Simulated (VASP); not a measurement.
# Bi2Se3 (Paraguanajuatite) (R-3m) in VASP: notebook

Bi2Se3 (Paraguanajuatite) is run at these levels: RPBE, revPBE, PBE; tasks: single point.

All numbers are computed with VASP 6.6.1; they aren't measurements. Logs are shortened: lines on timing, memory, paths and dates and some standing lists are left out, and cuts for length are marked.

## 1. The cell of the first run

The structure is trigonal, space group R-3m (No. 166). The conventional cell has a = 4.143 Å, b = 4.143 Å, c = 28.636 Å, α = 90.00°, β = 90.00°, γ = 120.00°. Bi (site symmetry 3m) has 6 Se at 2.85 to 3.07 Å within 3.8 Å. Se (site symmetry -3m) has 6 Bi at 3.07 Å within 4.0 Å. Se (site symmetry 3m) has 3 Bi at 2.85 Å and 3 Se at 3.52 Å within 3.8 Å.

## 2. Single point, RPBE

File INCAR:

```
SYSTEM = Bi2Se3
PREC = Accurate
ENCUT = 520
EDIFF = 1E-6
ISMEAR = 0
SIGMA = 0.01
LREAL = .FALSE.
LASPH = .TRUE.
NELM = 60
ALGO = Normal
ISIF = 2
LWAVE = .FALSE.
LCHARG = .FALSE.
GGA = RP
NBANDS = 32
```

File KPOINTS:

```
Automatic mesh
0
G
  6 6 6
  0 0 0
```

File POSCAR:

```
Bi2Se3
1.0
    2.0715000000      1.1959810000      9.5453330000
   -2.0715000000      1.1959810000      9.5453330000
    0.0000000000     -2.3919620000      9.5453330000
Bi Se
2 3
Direct
    0.4008000000      0.4008000000      0.4008000000
    0.5992000000      0.5992000000      0.5992000000
    0.0000000000      0.0000000000      0.0000000000
    0.2117000000      0.2117000000      0.2117000000
    0.7883000000      0.7883000000      0.7883000000
```

Potentials or basis: VASP PAW PBE potentials, release 64 (Bi_d, Se).

Launch:

```sh
$ cat potpaw_PBE.64/Bi_d/POTCAR potpaw_PBE.64/Se/POTCAR > POTCAR
$ mpirun -np 1 vasp_std > vasp.out
```

OUTCAR:

```text
SYSTEM = Bi2Se3
   PREC = Accurate
   ENCUT = 520
   EDIFF = 1E-6
   ISMEAR = 0
   LREAL = .FALSE.
   LASPH = .TRUE.
   NELM = 60
   ISIF = 2
   GGA = RP

 ion  position               nearest neighbor table
   1  0.401  0.401  0.401-   5 2.85   5 2.85   5 2.85   3 3.07   3 3.07   3 3.07
   2  0.599  0.599  0.599-   4 2.85   4 2.85   4 2.85   3 3.07   3 3.07   3 3.07
   3  0.000  0.000  0.000-   2 3.07   1 3.07   2 3.07   2 3.07   1 3.07   1 3.07
   4  0.212  0.212  0.212-   2 2.85   2 2.85   2 2.85
   5  0.788  0.788  0.788-   1 2.85   1 2.85   1 2.85

  LATTYP: Found a trigonal (rhomboedric) cell.
 ALAT       =     9.8404707653
 COS(alpha) =     0.9113725773

  Lattice vectors:

 A1 = (   2.0715000000,   1.1959810000,   9.5453330000)
 A2 = (  -2.0715000000,   1.1959810000,   9.5453330000)
 A3 = (   0.0000000000,  -2.3919620000,   9.5453330000)

Analysis of symmetry for initial positions (statically):
=====================================================================
 Subroutine PRICEL returns:
 Original cell was already a primitive cell.

 Routine SETGRP: Setting up the symmetry group for a
 trigonal (rhombohedral) supercell.

 Subroutine GETGRP returns: Found 12 space group operations
 (whereof 12 operations were pure point group operations)
 out of a pool of 12 trial point group operations.

The static configuration has the point symmetry D_3d.

Analysis of symmetry for dynamics (positions and initial velocities):
=====================================================================
 Subroutine PRICEL returns:
 Original cell was already a primitive cell.

 Routine SETGRP: Setting up the symmetry group for a
 trigonal (rhombohedral) supercell.

 Subroutine GETGRP returns: Found 12 space group operations
 (whereof 12 operations were pure point group operations)
 out of a pool of 12 trial point group operations.

The dynamic configuration has the point symmetry D_3d.

 Subroutine INISYM returns: Found 12 space group operations
 (whereof 12 operations are pure point group operations),
 and found     1 'primitive' translations

----------------------------------------------------------------------------------------

                                     Primitive cell

  volume of cell :     141.8899

  direct lattice vectors                    reciprocal lattice vectors
     2.071500000  1.195981000  9.545333000     0.241370987  0.139355614  0.034921080
[... 94 lines left out ...]
   EDIFFG = 0.1E-04   stopping-criterion for IOM
   NSW    =      0    number of steps for IOM
   IBRION =     -1    ionic relax: 0-MD 1-quasi-New 2-CG
   NFREE  =      0    steps in history (QN), initial steepest desc. (CG)
   ISIF   =      2    stress and relaxation
   ISYM   =      2    0-nonsym 1-usesym 2-fastsym
   POTIM  = 0.5000    time-step for ionic-motion
   TEBEG  =    0.0;   TEEND  =   0.0 temperature during run
   PSTRESS=    0.0 pullay stress
   NELECT =      48.0000    total number of electrons
   NUPDOWN=      -1.0000    fix difference up-down
   EMIN   =  10.00;   EMAX   =-10.00  energy-range for DOS
   EFERMI =   0.00;   METHOD = LEGACY
   ISMEAR =     0;   SIGMA  =   0.01  broadening in eV -4-tet -1-fermi 0-gaus
   EFERMI_NEDOS =   21; number of points for ismear=-14 and -15
   IALGO  =     38    algorithm
   IMIX   =      4    mixing-type and parameters
     AMIX     =   0.40;   BMIX     =  1.00
     AMIX_MAG =   1.60;   BMIX_MAG =  1.00
  volume/ion in A,a.u.               =      28.38       191.50
  Fermi-wavevector in a.u.,A,eV,Ry     =   1.140700  2.155610 17.703849  1.301196
  Thomas-Fermi vector in A             =   2.277401
   LORBIT       =      0    0 simple, 1 ext, 2 COOP (PROOUT), +10 PAW based schemes
   GGA     = RP    functional components
   LHFCALC =     F    Hartree Fock is set to
   AEXX    =    0.0000 exact exchange contribution
   IVDW    =     0    specifies the selected vdW correction
   LEPSILON=     F    determine dielectric tensor
   LRPA    =     F    only Hartree local field effects (RPA)
 non-spin polarized calculation
 Gauss-broadening in eV      SIGMA  =   0.01
  energy-cutoff  :      520.00
  volume of cell :      141.89
 maximum number of plane-waves:      3848
 NGX is ok and might be reduce to    80
   NGX = 37   NGY = 37   NGZ = 37

 number of electron      47.9999997 magnetization

 Free energy of the ion-electron system (eV)
  ---------------------------------------------------
  ext. energy  EPLUGINS =         0.00000000
  ---------------------------------------------------
  free energy    TOTEN  =       -18.36879153 eV

  energy without entropy =      -18.36879153  energy(sigma->0) =      -18.36879153

 E-fermi :   5.1981     XC(G=0):  -9.3499

 val. band max:        5.0758111068   @ k =   0.0000   0.0000   0.0000
 cond. band min:       5.3703856547   @ k =   0.0000   0.0000   0.0000
 fundamental gap:      0.2945745479
 Fermi energy:         5.1981356784

 k-point     1 :       0.0000    0.0000    0.0000
  band No.  band energies     occupation
      1     -18.1220      2.00000
      2     -18.1220      2.00000
      3     -18.1206      2.00000
      4     -18.1206      2.00000
      5     -18.1175      2.00000
      6     -18.1150      2.00000
[... 829 lines left out ...]
     31      10.0417      0.00000
     32      11.6647      0.00000

 [... further k-points ...]

------------------------ aborting loop because EDIFF is reached ----------------------------------------

  FORCE on cell =-STRESS in cart. coord.  units (eV):
  Direction    XX          YY          ZZ          XY          YZ          ZX
  --------------------------------------------------------------------------------------
  -------------------------------------------------------------------------------------
  Total        3.6930430      3.6930425      3.8288774      0.0000000      0.0000000      0.0000000
  in kB       41.7007049     41.7006992     43.2345049      0.0000000      0.0000000      0.0000000
  external PRESSURE =      42.2119697 kB  Pullay stress =       0.0000000 kB

 VOLUME and BASIS-vectors are now :
 -----------------------------------------------------------------------------
  energy-cutoff  :      520.00
  volume of cell :      141.89
      direct lattice vectors                 reciprocal lattice vectors
     2.071500000  1.195981000  9.545333000     0.241370987  0.139355614  0.034921080
    -2.071500000  1.195981000  9.545333000    -0.241370987  0.139355614  0.034921080
     0.000000000 -2.391962000  9.545333000     0.000000000 -0.278711228  0.034921080

 POSITION                                       TOTAL-FORCE (eV/Angst)
 -----------------------------------------------------------------------------------
      0.00000      0.00000     11.47731         0.000000      0.000000     -0.191171
      0.00000      0.00000     17.15869         0.000000     -0.000000      0.191171
      0.00000      0.00000      0.00000         0.000000      0.000000      0.000000
      0.00000      0.00000      6.06224         0.000000     -0.000000     -0.184242
      0.00000      0.00000     22.57376         0.000000      0.000000      0.184242
 -----------------------------------------------------------------------------------
    total drift:                                0.000000      0.000000     -0.000000

  FREE ENERGIE OF THE ION-ELECTRON SYSTEM (eV)
  ---------------------------------------------------
  free  energy   TOTEN  =       -18.3687915261 eV

  energy  without entropy=      -18.3687915261  energy(sigma->0) =      -18.36879153
```

It took 10 min on 1 thread of Intel Xeon Platinum 8488C (Sapphire Rapids), shared host; peak memory 0.94 GiB.

Results:

```yaml
Free_energy: -18.3688 eV
Pressure: 4.2 GPa
Largest_force: 0.191 eV/Å
Band_gap_on_the_k_mesh: 0.29 eV, direct
```

Forces on the atoms (eV/Å):
```
Bi   0.000  0.000 -0.191
Bi   0.000  0.000  0.191
Se   0.000  0.000  0.000
Se   0.000  0.000 -0.184
Se   0.000  0.000  0.184
```

Levels at points of the mesh, in eV from the valence-band top:
| k point | band 22 | band 23 | band 24 | band 25 | band 26 | band 27 |
| --- | --- | --- | --- | --- | --- | --- |
| (0.00, 0.00, 0.00) | -1.22 | -1.22 | 0.00 | 0.29 | 1.43 | 1.43 |
| (0.50, 0.00, 0.00) | -2.13 | -1.25 | -0.55 | 0.90 | 1.96 | 3.03 |
| (0.50, 0.50, 0.00) | -1.87 | -1.65 | -1.00 | 1.40 | 1.99 | 2.61 |
| (0.50, 0.50, 0.50) | -1.39 | -1.39 | -0.42 | 0.67 | 1.73 | 1.73 |

Caveat: the PAW data sets were made with another functional, which shifts forces and pressure a little; spin-orbit coupling is left out, which moves the levels of the heavy elements.

## 3. Single point, revPBE

File INCAR:

```
SYSTEM = Bi2Se3
ALGO = Normal ; EDIFF = 1E-6
ENCUT = 520 ; GGA = RE
ISIF = 2 ; ISMEAR = 0
LASPH = .TRUE. ; LCHARG = .TRUE.
LELF = .TRUE. ; LREAL = .FALSE.
LVHAR = .TRUE. ; LWAVE = .FALSE.
NBANDS = 32 ; NELM = 100
PREC = Accurate ; SIGMA = 0.01
```

File KPOINTS:

```
k-points
0
G
  6 6 6
  0 0 0
```

POSCAR is that of step 2.

Potentials or basis: VASP PAW PBE potentials, release 64 (Bi_d, Se).

Launch:

```sh
$ cat potpaw_PBE.64/Bi_d/POTCAR potpaw_PBE.64/Se/POTCAR > POTCAR
$ mpirun -np 1 vasp_std > vasp.out
```

OUTCAR:

```text
SYSTEM = Bi2Se3
   EDIFF = 1E-6
   ENCUT = 520
   GGA = RE
   ISIF = 2
   ISMEAR = 0
   LASPH = .TRUE.
   LREAL = .FALSE.
   NELM = 100
   PREC = Accurate

 ion  position               nearest neighbor table
   1  0.401  0.401  0.401-   5 2.85   5 2.85   5 2.85   3 3.07   3 3.07   3 3.07
   2  0.599  0.599  0.599-   4 2.85   4 2.85   4 2.85   3 3.07   3 3.07   3 3.07
   3  0.000  0.000  0.000-   2 3.07   1 3.07   2 3.07   2 3.07   1 3.07   1 3.07
   4  0.212  0.212  0.212-   2 2.85   2 2.85   2 2.85
   5  0.788  0.788  0.788-   1 2.85   1 2.85   1 2.85

  LATTYP: Found a trigonal (rhomboedric) cell.
 ALAT       =     9.8404707653
 COS(alpha) =     0.9113725773

  Lattice vectors:

 A1 = (   2.0715000000,   1.1959810000,   9.5453330000)
 A2 = (  -2.0715000000,   1.1959810000,   9.5453330000)
 A3 = (   0.0000000000,  -2.3919620000,   9.5453330000)

Analysis of symmetry for initial positions (statically):
=====================================================================
 Subroutine PRICEL returns:
 Original cell was already a primitive cell.

 Routine SETGRP: Setting up the symmetry group for a
 trigonal (rhombohedral) supercell.

 Subroutine GETGRP returns: Found 12 space group operations
 (whereof 12 operations were pure point group operations)
 out of a pool of 12 trial point group operations.

The static configuration has the point symmetry D_3d.

Analysis of symmetry for dynamics (positions and initial velocities):
=====================================================================
 Subroutine PRICEL returns:
 Original cell was already a primitive cell.

 Routine SETGRP: Setting up the symmetry group for a
 trigonal (rhombohedral) supercell.

 Subroutine GETGRP returns: Found 12 space group operations
 (whereof 12 operations were pure point group operations)
 out of a pool of 12 trial point group operations.

The dynamic configuration has the point symmetry D_3d.

[... 123 lines left out ...]
     AMIX     =   0.40;   BMIX     =  1.00
     AMIX_MAG =   1.60;   BMIX_MAG =  1.00
  volume/ion in A,a.u.               =      28.38       191.50
  Fermi-wavevector in a.u.,A,eV,Ry     =   1.140700  2.155610 17.703849  1.301196
  Thomas-Fermi vector in A             =   2.277401
   LORBIT       =      0    0 simple, 1 ext, 2 COOP (PROOUT), +10 PAW based schemes
   GGA     = RE    functional components
   LHFCALC =     F    Hartree Fock is set to
   AEXX    =    0.0000 exact exchange contribution
   IVDW    =     0    specifies the selected vdW correction
   LEPSILON=     F    determine dielectric tensor
   LRPA    =     F    only Hartree local field effects (RPA)
 non-spin polarized calculation
 Gauss-broadening in eV      SIGMA  =   0.01
  energy-cutoff  :      520.00
  volume of cell :      141.89
 maximum number of plane-waves:      3848
 NGX is ok and might be reduce to    80
   NGX = 37   NGY = 37   NGZ = 37

 number of electron      47.9999997 magnetization

 Free energy of the ion-electron system (eV)
  ---------------------------------------------------
  ext. energy  EPLUGINS =         0.00000000
  ---------------------------------------------------
  free energy    TOTEN  =       -18.58450500 eV

  energy without entropy =      -18.58450500  energy(sigma->0) =      -18.58450500

 E-fermi :   5.1640     XC(G=0):  -9.3909

 val. band max:        5.0454317111   @ k =   0.0000   0.0000   0.0000
 cond. band min:       5.3187510413   @ k =   0.0000   0.0000   0.0000
 fundamental gap:      0.2733193302
 Fermi energy:         5.1640340673

 k-point     1 :       0.0000    0.0000    0.0000
  band No.  band energies     occupation
      1     -18.1327      2.00000
      2     -18.1327      2.00000
      3     -18.1311      2.00000
      4     -18.1311      2.00000
      5     -18.1272      2.00000
      6     -18.1246      2.00000
[... 829 lines left out ...]
     31      10.0033      0.00000
     32      11.6089      0.00000

 [... further k-points ...]

------------------------ aborting loop because EDIFF is reached ----------------------------------------

  FORCE on cell =-STRESS in cart. coord.  units (eV):
  Direction    XX          YY          ZZ          XY          YZ          ZX
  --------------------------------------------------------------------------------------
  -------------------------------------------------------------------------------------
  Total        3.2859075      3.2859070      3.4001814      0.0000000     -0.0000000      0.0000000
  in kB       37.1034558     37.1034507     38.3938012      0.0000000     -0.0000000      0.0000000
  external PRESSURE =      37.5335692 kB  Pullay stress =       0.0000000 kB

 VOLUME and BASIS-vectors are now :
 -----------------------------------------------------------------------------
  energy-cutoff  :      520.00
  volume of cell :      141.89
      direct lattice vectors                 reciprocal lattice vectors
     2.071500000  1.195981000  9.545333000     0.241370987  0.139355614  0.034921080
    -2.071500000  1.195981000  9.545333000    -0.241370987  0.139355614  0.034921080
     0.000000000 -2.391962000  9.545333000     0.000000000 -0.278711228  0.034921080

 POSITION                                       TOTAL-FORCE (eV/Angst)
 -----------------------------------------------------------------------------------
      0.00000      0.00000     11.47731         0.000000      0.000000     -0.192047
      0.00000      0.00000     17.15869         0.000000     -0.000000      0.192047
      0.00000      0.00000      0.00000         0.000000     -0.000000      0.000000
      0.00000      0.00000      6.06224         0.000000      0.000000     -0.184242
      0.00000      0.00000     22.57376         0.000000      0.000000      0.184242
 -----------------------------------------------------------------------------------
    total drift:                                0.000000      0.000000     -0.000000

  FREE ENERGIE OF THE ION-ELECTRON SYSTEM (eV)
  ---------------------------------------------------
  free  energy   TOTEN  =       -18.5845050048 eV

  energy  without entropy=      -18.5845050048  energy(sigma->0) =      -18.58450500
```

Run time: 9 min. Hardware: 1 thread of Intel Xeon Platinum 8488C (Sapphire Rapids), shared host; peak memory 0.94 GiB.

What came out:

```
Free energy            : -18.5845 eV
Pressure               : 3.8 GPa
Largest force          : 0.192 eV/Å
Band gap on the k mesh : 0.27 eV, direct
```

Forces on the atoms (eV/Å):
```
Bi   0.000  0.000 -0.192
Bi   0.000  0.000  0.192
Se   0.000  0.000  0.000
Se   0.000  0.000 -0.184
Se   0.000  0.000  0.184
```

Caveat: the PAW data sets were made with another functional, which shifts forces and pressure a little; spin-orbit coupling is left out, which moves the levels of the heavy elements. A k mesh can miss the band edges.

## 4. Single point, PBE

File INCAR:

```
PREC     = Accurate       # precision mode
ENCUT    = 520            # plane-wave cutoff, eV
EDIFF    = 1E-6           # SCF threshold, eV
ISMEAR   = 0              # smearing method
SIGMA    = 0.01           # smearing width, eV
LREAL    = F              # projectors in reciprocal space
LASPH    = T              # aspherical terms in the spheres
NELM     = 60             # most SCF steps
ALGO     = Normal         # electronic algorithm
ISIF     = 2              # what is computed and relaxed
LWAVE    = F              # write WAVECAR
LCHARG   = F              # write CHGCAR
GGA      = PE             # functional
NBANDS   = 32             # bands
```

File KPOINTS:

```
Automatic mesh
0
Gamma
  6 6 6
```

POSCAR is that of step 3.

Launch:

```sh
$ cat potpaw_PBE.64/Bi_d/POTCAR potpaw_PBE.64/Se/POTCAR > POTCAR
$ mpirun -np 1 vasp_std > vasp.out
```

Wall time 7.8 min (1 thread of Intel Xeon Platinum 8488C (Sapphire Rapids), shared host); peak memory 0.94 GiB.

It converged, with:

```
Free energy            : -20.1562 eV
Pressure               : 2.5 GPa
Largest force          : 0.192 eV/Å
Band gap on the k mesh : 0.22 eV, direct
```

Forces on the atoms (eV/Å):
```
Bi   0.000  0.000 -0.192
Bi   0.000  0.000  0.192
Se   0.000  0.000  0.000
Se   0.000  0.000 -0.188
Se   0.000  0.000  0.188
```

Levels at points of the mesh, in eV from the valence-band top:
```csv
k point,band 22,band 23,band 24,band 25,band 26,band 27
"(0.00, 0.00, 0.00)",-1.21,-1.21,0.00,0.22,1.40,1.40
"(0.50, 0.00, 0.00)",-2.15,-1.24,-0.56,0.84,1.93,2.96
"(0.50, 0.50, 0.00)",-1.88,-1.64,-1.00,1.34,1.95,2.60
"(0.50, 0.50, 0.50)",-1.38,-1.38,-0.44,0.63,1.70,1.70
```

Caveat: spin-orbit coupling is left out, which moves the levels of the heavy elements. A k mesh can miss the band edges.

## 5. Summary

```tsv
level	gap on the mesh (eV)	pressure (GPa)	largest force (eV/Å)
RPBE	0.29	4.2	0.19
revPBE	0.27	3.8	0.19
PBE	0.22	2.5	0.19
```

Alike in all rows: task single point; potentials or basis VASP PAW PBE potentials, release 64 (Bi_d, Se); no spin polarisation; cell as given; k mesh 6 × 6 × 6; cutoff (eV) 520; smearing gaussian 0.01 eV.

On the cell as given the gap runs from 0.22 eV (PBE) to 0.29 eV (RPBE). The pressure there spans 2.5 GPa (PBE) to 4.2 GPa (RPBE); a positive pressure means that this level wants a larger cell, a negative one a smaller.

Caveats: spin-orbit coupling is left out, which moves the levels of the heavy elements; the PAW data sets were made with another functional, which shifts forces and pressure a little (some runs).

Total energies depend on the potentials used, so only differences within one code and one set of settings carry meaning.
